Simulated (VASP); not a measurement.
Wanted: the native input for a VASP 6.6.1 run.

```yaml
Task: single point
Functional: PBEsol
Potentials_or_basis: VASP PAW PBE potentials, release 64 (Te, Mo_sv)
Cutoff: 520 eV
k_mesh: 9 × 9 × 2
Occupations: fermi-dirac, width 0.05 eV
Spin: no spin polarisation
Dipole_correction: no
Further_INCAR_settings: ALGO = Normal; EDIFF = 1e-06; NBANDS = 35
```

The structure of Te2Mo lies in POSCAR:

```
Te2Mo
1.0
    3.5603917377      0.0000000000      0.0000000000
   -1.7801958688      3.0833896922      0.0000000000
    0.0000000000      0.0000000000     24.8112624000
Te Mo
4 2
Direct
    0.3333333333      0.6666666667      0.2236394800
    0.6666666667      0.3333333333      0.9206288600
    0.6666666667      0.3333333333      0.7763605200
    0.3333333333      0.6666666667      0.0793711400
    0.6666666667      0.3333333333      0.1515414900
    0.3333333333      0.6666666667      0.8484585100
```

The input as run:

INCAR

```
PREC     = Accurate       # precision mode
ENCUT    = 520            # plane-wave cutoff, eV
EDIFF    = 1E-6           # SCF threshold, eV
ISMEAR   = -1             # smearing method
SIGMA    = 0.05           # smearing width, eV
LREAL    = False          # projectors in reciprocal space
LASPH    = True           # aspherical terms in the spheres
NELM     = 80             # most SCF steps
ALGO     = Normal         # electronic algorithm
ISIF     = 2              # what is computed and relaxed
LWAVE    = False          # write WAVECAR
LCHARG   = False          # write CHGCAR
GGA      = PS             # functional
NBANDS   = 35             # bands
```

KPOINTS

```
Automatic mesh
0
Gamma
  9 9 2
```

Potentials or basis: VASP PAW PBE potentials, release 64 (Te, Mo_sv).

Launch:

```console
$ cat potpaw_PBE.64/Te/POTCAR potpaw_PBE.64/Mo_sv/POTCAR > POTCAR
$ mpirun -np 1 vasp_std > vasp.out
```

It gave:

- Largest force: 0.136 eV/Å
- Band gap on the k mesh: 1.02 eV

Caveat: the PAW data sets were made with another functional, which shifts forces and pressure a little; spin-orbit coupling is left out, which moves the levels of the heavy elements.

Run time: 4.3 min on 1 thread of Intel(R) Xeon(R) Platinum 8488C (Sapphire Rapids), with other jobs on the host, peak memory 0.49 GiB.
